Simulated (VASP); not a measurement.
# Ga in VASP: single point with r2SCAN

Aim: the single point of Ga with r2SCAN.

All numbers are computed with VASP 6.6.1; they aren't measurements. Logs are shortened: lines on timing, memory, paths and dates and some standing lists are left out, and cuts for length are marked.

## (1) The cell of the first run

The typed cell holds 2 atoms: a = 2.880 Å, b = 2.880 Å, c = 4.557 Å, α = 90.00°, β = 90.00°, γ = 120.00°.

## (2) Single point, r2SCAN

The input, POSCAR:

```
Ga
1.0
    2.8801530000      0.0000000000      0.0000000000
   -1.4400760000      2.4942860000      0.0000000000
    0.0000000000      0.0000000000      4.5566090000
Ga
2
Direct
    0.3333000000      0.6667000000      0.2500000000
    0.6666000000      0.3333000000      0.7500000000
```

The input, INCAR.step1:

```
SYSTEM = Ga
ALGO = Normal ; EDIFF = 1E-4
ENCUT = 520 ; GGA = PE
ISMEAR = -1 ; LASPH = .True.
LCHARG = .False. ; LREAL = .False.
LWAVE = .True. ; NBANDS = 20
NELM = 60 ; PREC = Accurate
SIGMA = 0.1
```

The input, INCAR.step2:

```
SYSTEM = Ga
ALGO = Normal ; EDIFF = 1E-6
ENCUT = 520 ; ISIF = 2
ISMEAR = -1 ; ISTART = 1
LASPH = .True. ; LCHARG = .True.
LELF = .True. ; LMIXTAU = .True.
LREAL = .False. ; LVHAR = .True.
LWAVE = .False. ; METAGGA = R2SCAN
NBANDS = 20 ; NELM = 60
PREC = Accurate ; SIGMA = 0.1
```

The input, KPOINTS:

```
k-points
0
Gamma
  13 13 8
  0 0 0
```

Potentials or basis: VASP PAW PBE potentials, release 64 (Ga_d).

The run is started by

```
> cat potpaw_PBE.64/Ga_d/POTCAR > POTCAR
> cp INCAR.step1 INCAR
> mpirun -np 1 vasp_std > vasp.out
> cp INCAR.step2 INCAR
> mpirun -np 1 vasp_std > vasp.out
```

OUTCAR:

```text
SYSTEM = Ga
   EDIFF = 1E-6
   ENCUT = 520
   ISIF = 2
   ISMEAR = -1
   ISTART = 1
   LASPH = .True.
   LREAL = .False.
   METAGGA = R2SCAN
   NELM = 60
   PREC = Accurate

 ion  position               nearest neighbor table
   1  0.333  0.667  0.250-   2 2.82   2 2.82   2 2.82   2 2.82   2 2.82   2 2.82
   2  0.667  0.333  0.750-   1 2.82   1 2.82   1 2.82   1 2.82   1 2.82   1 2.82

  LATTYP: Found a hexagonal cell.
 ALAT       =     2.8801530000
 C/A-ratio  =     1.5820718552

  Lattice vectors:

 A1 = (   2.8801530000,   0.0000000000,   0.0000000000)
 A2 = (  -1.4400760000,   2.4942860000,   0.0000000000)
 A3 = (   0.0000000000,   0.0000000000,   4.5566090000)

Analysis of symmetry for initial positions (statically):
=====================================================================
 Subroutine PRICEL returns:
 Original cell was already a primitive cell.

 Routine SETGRP: Setting up the symmetry group for a
 hexagonal supercell.

 Subroutine GETGRP returns: Found  8 space group operations
 (whereof  2 operations were pure point group operations)
 out of a pool of 24 trial point group operations.

The static configuration has the point symmetry C_2 .
 The point group associated with its full space group is D_2h.

Analysis of symmetry for dynamics (positions and initial velocities):
=====================================================================
 Subroutine PRICEL returns:
 Original cell was already a primitive cell.

 Routine SETGRP: Setting up the symmetry group for a
 hexagonal supercell.

 Subroutine GETGRP returns: Found  8 space group operations
 (whereof  2 operations were pure point group operations)
 out of a pool of 24 trial point group operations.

The dynamic configuration has the point symmetry C_2 .
 The point group associated with its full space group is D_2h.

 Subroutine INISYM returns: Found  8 space group operations
 (whereof  2 operations are pure point group operations),
 and found     1 'primitive' translations

----------------------------------------------------------------------------------------

                                     Primitive cell

  volume of cell :      32.7343

  direct lattice vectors                    reciprocal lattice vectors
     2.880153000  0.000000000  0.000000000     0.347203777  0.200458098  0.000000000
    -1.440076000  2.494286000  0.000000000     0.000000000  0.400916334  0.000000000
     0.000000000  0.000000000  4.556609000     0.000000000  0.000000000  0.219461446

  length of vectors
     2.880153000  2.880153040  4.556609000     0.400916340  0.400916334  0.219461446

  position of ions in fractional coordinates (direct lattice)
     0.333300000  0.666700000  0.250000000
     0.666600000  0.333300000  0.750000000

  ion indices of the primitive-cell ions
   primitive index   ion index
                 1           1
                 2           2

----------------------------------------------------------------------------------------

 KPOINTS: k-points

Automatic generation of k-mesh.
 Grid dimensions read from file:
 generate k-points for:   13   13    8

 Generating k-lattice:

  Cartesian coordinates                     Fractional coordinates (reciprocal lattice)
     0.026707983  0.015419854  0.000000000     0.076923077  0.000000000  0.000000000
     0.000000000  0.030839718  0.000000000     0.000000000  0.076923077  0.000000000
     0.000000000  0.000000000  0.027432681     0.000000000  0.000000000  0.125000000

  Length of vectors
     0.030839718  0.030839718  0.027432681

  Shift w.r.t. Gamma in fractional coordinates (k-lattice)
     0.000000000  0.000000000  0.000000000

 Subroutine IBZKPT returns following result:
 ===========================================

 Found    245 irreducible k-points:

 Following reciprocal coordinates:
            Coordinates               Weight
  0.000000  0.000000  0.000000      1.000000
  0.076923  0.000000  0.000000      4.000000
  0.000000  0.076923  0.000000      2.000000
  0.153846  0.000000  0.000000      4.000000
  0.000000  0.153846  0.000000      2.000000
  0.230769  0.000000  0.000000      4.000000
[... 16 lines left out ...]
 -0.076923  0.384615  0.000000      4.000000
 -0.384615  0.307692  0.000000      4.000000
 [... further k-points ...]
   k-points           NKPTS =    245   k-points in BZ     NKDIM =    245   number of bands    NBANDS=     20
   number of dos      NEDOS =    301   number of ions     NIONS =      2
   total plane-waves  NPLWV =  20736
   dimension x,y,z NGX =    24 NGY =   24 NGZ =   36
   dimension x,y,z NGXF=    48 NGYF=   48 NGZF=   72
   ions per type =               2
   NGX,Y,Z   is equivalent  to a cutoff of  13.85, 13.85, 13.13 a.u.
   NGXF,Y,Z  is equivalent  to a cutoff of  27.71, 27.71, 26.27 a.u.
 SYSTEM =  Ga
   PREC   = accura    normal or accurate (medium, high low for compatibility)
   ISTART =      1    job   : 0-new  1-cont  2-samecut
   ICHARG =      0    charge: 1-file 2-atom 10-const
   ISPIN  =      1    spin polarized calculation?
   LNONCOLLINEAR =      F non collinear calculations
   LSORBIT =      F    spin-orbit coupling
   LASPH  =      T    aspherical Exc in radial PAW
   ENCUT  =  520.0 eV  38.22 Ry    6.18 a.u.   5.36  5.36  8.47*2*pi/ulx,y,z
   NELM   =     60;   NELMIN=  2; NELMDL=  0     # of ELM steps
   EDIFF  = 0.1E-05   stopping-criterion for ELM
   LREAL  =      F    real-space projection
   EDIFFG = 0.1E-04   stopping-criterion for IOM
   NSW    =      0    number of steps for IOM
   IBRION =     -1    ionic relax: 0-MD 1-quasi-New 2-CG
   NFREE  =      0    steps in history (QN), initial steepest desc. (CG)
   ISIF   =      2    stress and relaxation
   ISYM   =      2    0-nonsym 1-usesym 2-fastsym
   POTIM  = 0.5000    time-step for ionic-motion
   TEBEG  =    0.0;   TEEND  =   0.0 temperature during run
   PSTRESS=    0.0 pullay stress
   NELECT =      26.0000    total number of electrons
   NUPDOWN=      -1.0000    fix difference up-down
   EMIN   =  10.00;   EMAX   =-10.00  energy-range for DOS
   EFERMI =   0.00;   METHOD = LEGACY
   ISMEAR =    -1;   SIGMA  =   0.10  broadening in eV -4-tet -1-fermi 0-gaus
   EFERMI_NEDOS =   21; number of points for ismear=-14 and -15
   IALGO  =     38    algorithm
   IMIX   =      4    mixing-type and parameters
     AMIX     =   0.40;   BMIX     =  1.00
     AMIX_MAG =   1.60;   BMIX_MAG =  1.00
  volume/ion in A,a.u.               =      16.37       110.45
  Fermi-wavevector in a.u.,A,eV,Ry     =   1.516112  2.865037 31.274312  2.298597
  Thomas-Fermi vector in A             =   2.625546
   LORBIT       =      0    0 simple, 1 ext, 2 COOP (PROOUT), +10 PAW based schemes
   METAGGA = R2SCAN    functional components
   LHFCALC =     F    Hartree Fock is set to
   AEXX    =    0.0000 exact exchange contribution
   IVDW    =     0    specifies the selected vdW correction
   LEPSILON=     F    determine dielectric tensor
   LRPA    =     F    only Hartree local field effects (RPA)
 non-spin polarized calculation
  energy-cutoff  :      520.00
  volume of cell :       32.73
 maximum number of plane-waves:       911
 NGX is ok and might be reduce to    24
   NGX = 11   NGY = 11   NGZ = 17

 number of electron      25.9999995 magnetization

 Free energy of the ion-electron system (eV)
  ---------------------------------------------------
  ext. energy  EPLUGINS =         0.00000000
  ---------------------------------------------------
  free energy    TOTEN  =       -22.51847660 eV

  energy without entropy =      -22.49675614  energy(sigma->0) =      -22.50761637

 E-fermi :   6.9432     XC(G=0): -13.0455

 val. band max:        6.9423156766   @ k =  -0.3846   0.2308   0.1250
 cond. band min:       6.9543485338   @ k =  -0.1538   0.0769   0.2500
 fundamental gap:      0.0120328572
 Fermi energy:         6.9432115817

 k-point     1 :       0.0000    0.0000    0.0000
  band No.  band energies     occupation
      1      -8.8863      2.00000
      2      -8.7110      2.00000
      3      -8.7109      2.00000
      4      -8.7082      2.00000
      5      -8.6719      2.00000
      6      -8.6719      2.00000
[... 12 lines left out ...]
     19      22.4133      0.00000
     20      22.7850      0.00000

 k-point     2 :       0.0769    0.0000    0.0000
  band No.  band energies     occupation
      1      -8.8743      2.00000
      2      -8.7371      2.00000
      3      -8.6948      2.00000
      4      -8.6805      2.00000
      5      -8.6723      2.00000
      6      -8.6573      2.00000
[... 12 lines left out ...]
     19      22.6539      0.00000
     20      23.3617      0.00000

 k-point     3 :       0.0000    0.0769    0.0000
  band No.  band energies     occupation
      1      -8.8743      2.00000
      2      -8.7372      2.00000
      3      -8.6948      2.00000
      4      -8.6805      2.00000
      5      -8.6722      2.00000
      6      -8.6573      2.00000
[... 12 lines left out ...]
     19      22.6541      0.00000
     20      23.3615      0.00000

 k-point     4 :       0.1538    0.0000    0.0000
  band No.  band energies     occupation
      1      -8.8571      2.00000
      2      -8.7550      2.00000
      3      -8.6808      2.00000
      4      -8.6752      2.00000
      5      -8.6634      2.00000
      6      -8.6499      2.00000
[... 12 lines left out ...]
     19      21.3869      0.00000
     20      24.1756      0.00000

 k-point     5 :       0.0000    0.1538    0.0000
  band No.  band energies     occupation
      1      -8.8571      2.00000
      2      -8.7550      2.00000
      3      -8.6808      2.00000
      4      -8.6753      2.00000
      5      -8.6633      2.00000
      6      -8.6499      2.00000
[... 12 lines left out ...]
     19      21.3867      0.00000
     20      24.1761      0.00000
[... 353 lines left out ...]
      6      -8.5718      2.00000
[... 12 lines left out ...]
     19      18.9902      0.00000
     20      20.9065      0.00000

 k-point    22 :       0.3077    0.0769    0.0000
  band No.  band energies     occupation
      1      -8.9172      2.00000
      2      -8.8218      2.00000
      3      -8.7728      2.00000
      4      -8.7278      2.00000
      5      -8.6289      2.00000
      6      -8.5813      2.00000
[... 12 lines left out ...]
     19      18.2883      0.00000
     20      20.1174      0.00000

 k-point    23 :      -0.0769    0.3846    0.0000
  band No.  band energies     occupation
      1      -8.9172      2.00000
      2      -8.8218      2.00000
      3      -8.7727      2.00000
      4      -8.7278      2.00000
      5      -8.6289      2.00000
      6      -8.5813      2.00000
[... 12 lines left out ...]
     19      18.2885      0.00000
     20      20.1176      0.00000

 k-point    24 :      -0.3846    0.3077    0.0000
  band No.  band energies     occupation
      1      -8.9173      2.00000
      2      -8.8218      2.00000
      3      -8.7728      2.00000
      4      -8.7278      2.00000
      5      -8.6289      2.00000
      6      -8.5813      2.00000
[... 12 lines left out ...]
     19      18.2887      0.00000
     20      20.1173      0.00000

 [... further k-points ...]

------------------------ aborting loop because EDIFF is reached ----------------------------------------

  FORCE on cell =-STRESS in cart. coord.  units (eV):
  Direction    XX          YY          ZZ          XY          YZ          ZX
  --------------------------------------------------------------------------------------
  -------------------------------------------------------------------------------------
  Total        1.3747527      1.3754831      1.5117402      0.0000003     -0.0000000      0.0000000
  in kB       67.2870653     67.3228177     73.9918990      0.0000135     -0.0000000      0.0000000
  external PRESSURE =      69.5339273 kB  Pullay stress =       0.0000000 kB

 VOLUME and BASIS-vectors are now :
 -----------------------------------------------------------------------------
  energy-cutoff  :      520.00
  volume of cell :       32.73
      direct lattice vectors                 reciprocal lattice vectors
     2.880153000  0.000000000  0.000000000     0.347203777  0.200458098  0.000000000
    -1.440076000  2.494286000  0.000000000     0.000000000  0.400916334  0.000000000
     0.000000000  0.000000000  4.556609000     0.000000000  0.000000000  0.219461446

 POSITION                                       TOTAL-FORCE (eV/Angst)
 -----------------------------------------------------------------------------------
     -0.00014      1.66294      1.13915        -0.000000     -0.000108      0.000000
      1.43993      0.83135      3.41746         0.000000      0.000108     -0.000000
 -----------------------------------------------------------------------------------
    total drift:                               -0.000011     -0.000000      0.000000

  FREE ENERGIE OF THE ION-ELECTRON SYSTEM (eV)
  ---------------------------------------------------
  free  energy   TOTEN  =       -22.5184766014 eV

  energy  without entropy=      -22.4967561368  energy(sigma->0) =      -22.50761637
```

It took 2.6 min on 1 thread of Intel Xeon 6975P-C (Granite Rapids), shared host; peak memory 0.25 GiB.

What came out:

- Free energy: -22.5185 eV
- Pressure: 7.0 GPa
- Band gap on the k mesh: zero (band 13 reaches 12.52 eV, above the bottom of band 14 at 3.25 eV)

Levels at points of the mesh, in eV from the Fermi level:
```tsv
k point	band 9	band 10	band 11	band 12	band 13	band 14	band 15	band 16	band 17	band 18
(0.00, 0.00, 0.00)	-15.36	-15.36	-12.94	-4.91	-4.87	10.91	10.91	13.19	13.19	15.40
(0.00, 0.00, 0.50)	-15.43	-15.43	-10.94	-10.94	4.88	4.88	12.48	12.48	12.48	12.48
```

Caveat: the PAW data sets were made with another functional, which shifts forces and pressure a little.
